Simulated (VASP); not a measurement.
# Br (Fd-3m) in VASP: further runs, part 2 of 2

VASP 6.6.1. The steps go on from the part before.

**3. Single point, LDA (volume scaled by 0.4)**

File INCAR:

```
SYSTEM = Br
PREC     = Accurate       ! precision mode
ENCUT    = 520            ! plane-wave cutoff, eV
EDIFF    = 1E-6           ! SCF threshold, eV
ISMEAR   = -1             ! smearing method
SIGMA    = 0.08           ! smearing width, eV
LREAL    = .False.        ! projectors in reciprocal space
LASPH    = .True.         ! aspherical terms in the spheres
NELM     = 60             ! most SCF steps
ALGO     = Normal         ! electronic algorithm
ISIF     = 2              ! what is computed and relaxed
LWAVE    = .False.        ! write WAVECAR
LCHARG   = .False.        ! write CHGCAR
NBANDS   = 14             ! bands
```

File KPOINTS:

```
regular mesh
0
Gamma
  11 11 11
  0 0 0
```

File POSCAR:

```
Br
1.0
    0.0000000000      2.4785801722      2.4785801722
    2.4785801722      0.0000000000      2.4785801722
    2.4785801722      2.4785801722      0.0000000000
Br
2
Direct
   -0.1250000000     -0.1250000000     -0.1250000000
    0.1250000000      0.1250000000      0.1250000000
```

Potentials or basis: VASP PAW LDA potentials, release 64 (Br).

Run with:

```console
> cat potpaw_LDA.64/Br/POTCAR > POTCAR
> mpirun -np 1 vasp_std > vasp.out
```

It took 20 s on 1 thread of Intel Xeon Platinum 8259CL at 2.50GHz (Skylake/Cascade Lake), shared host; peak memory 0.15 GiB.

The run converged. Its results:

| Quantity | Value |
| --- | --- |
| Free energy | 6.2513 eV |
| Pressure | 138.0 GPa |
| Band gap on the k mesh | zero (band 7 reaches 13.94 eV, above the bottom of band 8 at 6.99 eV) |

Levels at points of the mesh, in eV from the Fermi level:
| k point | band 3 | band 4 | band 5 | band 6 | band 7 | band 8 | band 9 | band 10 | band 11 | band 12 |
| --- | --- | --- | --- | --- | --- | --- | --- | --- | --- | --- |
| (0.00, 0.00, 0.00) | -8.46 | -8.46 | -8.46 | -3.95 | -3.95 | -3.95 | 3.53 | 6.13 | 6.13 | 9.55 |

**4. Single point, LDA (volume scaled by 0.45)**

File INCAR:

```
ALGO     = Normal         # electronic algorithm
EDIFF    = 1E-7           # SCF threshold, eV
ENCUT    = 520            # plane-wave cutoff, eV
ISIF     = 2              # what is computed and relaxed
ISMEAR   = -1             # smearing method
LASPH    = True           # aspherical terms in the spheres
LCHARG   = True           # write CHGCAR
LELF     = True           # ELF
LREAL    = False          # projectors in reciprocal space
LVHAR    = True         
LWAVE    = False          # write WAVECAR
NBANDS   = 14             # bands
NELM     = 100            # most SCF steps
PREC     = Accurate       # precision mode
SIGMA    = 0.08           # smearing width, eV
```

File KPOINTS:

```
k-points
0
Gamma
  11 11 11
```

File POSCAR:

```
Br
1.0
    0.0000000000      2.5778272602      2.5778272602
    2.5778272602      0.0000000000      2.5778272602
    2.5778272602      2.5778272602      0.0000000000
Br
2
Direct
   -0.1250000000     -0.1250000000     -0.1250000000
    0.1250000000      0.1250000000      0.1250000000
```

Run with:

```console
> cat potpaw_LDA.64/Br/POTCAR > POTCAR
> mpirun -np 1 vasp_std > vasp.out
```

Run time: 24 s. Hardware: 1 thread of Intel Xeon Platinum 8259CL at 2.50GHz (Skylake/Cascade Lake), shared host; peak memory 0.15 GiB.

The run converged. Its results:

| Quantity | Value |
| --- | --- |
| Free energy | 3.5147 eV |
| Pressure | 95.5 GPa |
| Band gap on the k mesh | zero (band 7 reaches 11.46 eV, above the bottom of band 8 at 5.56 eV) |

Levels at points of the mesh, in eV from the Fermi level:
```tsv
k point	band 4	band 5	band 6	band 7	band 8	band 9	band 10	band 11
(0.00, 0.00, 0.00)	-7.76	-7.76	-3.56	-3.56	-3.56	3.53	6.41	6.41
```

**5. Single point, LDA (volume scaled by 0.45)**

File INCAR:

```
SYSTEM = Br
PREC = Accurate
ENCUT = 520
EDIFF = 1E-6
ISMEAR = -1
SIGMA = 0.08
LREAL = .False.
LASPH = .True.
NELM = 60
ALGO = Normal
ISIF = 2
LWAVE = .False.
LCHARG = .False.
GGA = CA
NBANDS = 14
```

File KPOINTS:

```
regular mesh
0
Gamma
  11 11 11
  0 0 0
```

POSCAR is that of step 4.

Potentials or basis: VASP PAW LDA potentials, release 64 (Br).

Run with:

```console
> cat potpaw_LDA.64/Br/POTCAR > POTCAR
> mpirun -np 1 vasp_std > vasp.out
```

OUTCAR:

```text
SYSTEM = Br
   PREC = Accurate
   ENCUT = 520
   EDIFF = 1E-6
   ISMEAR = -1
   LREAL = .False.
   LASPH = .True.
   NELM = 60
   ISIF = 2
   GGA = CA

 ion  position               nearest neighbor table
   1  0.875  0.875  0.875-   2 2.23   2 2.23   2 2.23   2 2.23
   2  0.125  0.125  0.125-   1 2.23   1 2.23   1 2.23   1 2.23

  LATTYP: Found a face centered cubic cell.
 ALAT       =     5.1556545204

  Lattice vectors:

 A1 = (   0.0000000000,   2.5778272602,   2.5778272602)
[... 586 lines left out ...]
      9      13.6795      0.00000
     10      15.4025      0.00000
     11      15.5043      0.00000
     12      19.4402      0.00000
     13      21.1926      0.00000
     14      21.5616      0.00000

 [... further k-points ...]
[... 5 lines left out ...]
  --------------------------------------------------------------------------------------
  -------------------------------------------------------------------------------------
  Total       20.4127644     20.4127644     20.4127644      0.0000000      0.0000000     -0.0000000
  in kB      954.5989971    954.5989971    954.5989971      0.0000000      0.0000000     -0.0000000
  external PRESSURE =     954.5989971 kB  Pullay stress =       0.0000000 kB

 VOLUME and BASIS-vectors are now :
 -----------------------------------------------------------------------------
  energy-cutoff  :      520.00
  volume of cell :       34.26
      direct lattice vectors                 reciprocal lattice vectors
     0.000000000  2.577827260  2.577827260    -0.193961794  0.193961794  0.193961794
     2.577827260  0.000000000  2.577827260     0.193961794 -0.193961794  0.193961794
     2.577827260  2.577827260  0.000000000     0.193961794  0.193961794 -0.193961794

 POSITION                                       TOTAL-FORCE (eV/Angst)
 -----------------------------------------------------------------------------------
      4.51120      4.51120      4.51120         0.000000      0.000000      0.000000
      0.64446      0.64446      0.64446        -0.000000     -0.000000     -0.000000
 -----------------------------------------------------------------------------------
    total drift:                                0.000000     -0.000000     -0.000000

  FREE ENERGIE OF THE ION-ELECTRON SYSTEM (eV)
  ---------------------------------------------------
  free  energy   TOTEN  =         3.5146573307 eV

  energy  without entropy=        3.5397579169  energy(sigma->0) =        3.52720762
```

OSZICAR:

```text
N       E                     dE             d eps       ncg     rms          rms(c)
DAV:   1     0.760081610334E+02    0.76008E+02   -0.64349E+03  1568   0.895E+02
DAV:   2     0.695567093025E+01   -0.69052E+02   -0.63507E+02  2130   0.165E+02
DAV:   3     0.349389102505E+01   -0.34618E+01   -0.34340E+01  1892   0.390E+01
DAV:   4     0.347383812195E+01   -0.20053E-01   -0.20047E-01  1898   0.347E+00
DAV:   5     0.347370628740E+01   -0.13183E-03   -0.13182E-03  1940   0.277E-01    0.440E+01
DAV:   6     0.350309286808E+01    0.29387E-01   -0.11453E-02  1802   0.624E-01    0.262E+01
DAV:   7     0.351411074285E+01    0.11018E-01   -0.13368E-02  1916   0.691E-01    0.220E-01
DAV:   8     0.351464924540E+01    0.53850E-03   -0.10509E-03  1730   0.193E-01    0.402E-02
DAV:   9     0.351465728108E+01    0.80357E-05   -0.75361E-05  2036   0.513E-02    0.458E-02
DAV:  10     0.351465733073E+01    0.49650E-07   -0.13203E-06  1264   0.756E-03
   1 F= 0.35146573E+01 E0= 0.35272076E+01  d E =-.251006E-01
```

stdout:

```text
POSCAR found type information on POSCAR Br
 POSCAR found :  1 types and       2 ions
 scaLAPACK will be used
 LDA part: xc-table for (Slater(with rela. corr.)+CA(PZ))
 , standard interpolation
 POSCAR, INCAR and KPOINTS ok, starting setup
 FFT: planning ... GRIDC
 FFT: planning ... GRID_SOFT
 FFT: planning ... GRID
 WAVECAR not read
 entering main loop
```

Run time: 20 s. Hardware: 1 thread of Intel Xeon Platinum 8259CL at 2.50GHz (Skylake/Cascade Lake), shared host; peak memory 0.14 GiB.

What came out:

- Free energy: 3.5147 eV
- Pressure: 95.5 GPa
- Band gap on the k mesh: zero (band 7 reaches 11.46 eV, above the bottom of band 8 at 5.56 eV)
